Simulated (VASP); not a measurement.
**Rh: single point with PBE**

Rh:

```
Rh
1.0
     0.00000    1.91606    1.91606
     1.91606    0.00000    1.91606
     1.91606    1.91606    0.00000
Rh
1
Direct
  0.00000 0.00000 0.00000
```

| Property | Result |
| --- | --- |
| Program | VASP 6.6.1 |
| Task | single point |
| Functional | PBE |
| Potentials or basis | VASP PAW PBE potentials, release 64 (Rh_pv) |
| Cutoff | 520 eV |
| k mesh | 14 × 14 × 14 |
| Occupations | gaussian, width 0.03 eV |
| Spin | no spin polarisation |

The pressure is -0.4 GPa.

Levels at points of the mesh, in eV from the Fermi level:
```
           k point  band 5  band 6  band 7  band 8  band 9  band 10
(0.00, 0.00, 0.00)   -2.93   -2.93   -2.93   -0.92   -0.92    16.04
(0.50, 0.00, 0.00)   -3.00   -3.00    0.59    0.59    0.79     8.45
(0.50, 0.50, 0.00)   -5.70    0.56    0.99    0.99    3.27    12.02
```

Wall time 27 s on 1 thread of Intel Xeon 8259CL, on a shared host, peak memory 0.14 GiB.
